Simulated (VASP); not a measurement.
Wanted: the native input for a VASP 6.6.1 run.

```yaml
Task: single point
Functional: LDA
Potentials_or_basis: VASP PAW LDA potentials, release 64 (Mg)
Cutoff: 520 eV
k_mesh: 12 × 12 × 6
Occupations: fermi-dirac, width 0.03 eV
Spin: no spin polarisation
Dipole_correction: no
Further_INCAR_settings: ALGO = Normal; EDIFF = 1e-07; NBANDS = 9
```

The structure of Mg lies in POSCAR:

```
Mg
1.0
    3.1325008903      0.0000000000      0.0000000000
   -1.5662504451      2.7128253484      0.0000000000
    0.0000000000      0.0000000000      5.0848940941
Mg
2
Direct
    0.3333333333      0.6666666667      0.2500000000
    0.6666666667      0.3333333333      0.7500000000
```

These files were run (other wordings do the same):

INCAR

```
PREC = Accurate
ENCUT = 520
EDIFF = 1E-7
ISMEAR = -1
SIGMA = 0.03
LREAL = False
LASPH = True
NELM = 60
ALGO = Normal
ISIF = 2
LWAVE = False
LCHARG = True
GGA = CA
LELF = True
LVHAR = True
NBANDS = 9
```

KPOINTS

```
regular mesh
0
Gamma
  12 12 6
```

Potentials or basis: VASP PAW LDA potentials, release 64 (Mg).

The run is started by

```console
$ cat potpaw_LDA.64/Mg/POTCAR > POTCAR
$ mpirun -np 1 vasp_std > vasp.out
```

It gave:

```
Pressure               : -0.3 GPa
Band gap on the k mesh : zero (band 2 reaches 3.81 eV, above the bottom of band 3 at 1.52 eV)
```

It took 15 s on 1 thread of Intel(R) Xeon(R) Platinum 8488C (Sapphire Rapids) (shared host), peak memory 0.15 GiB.
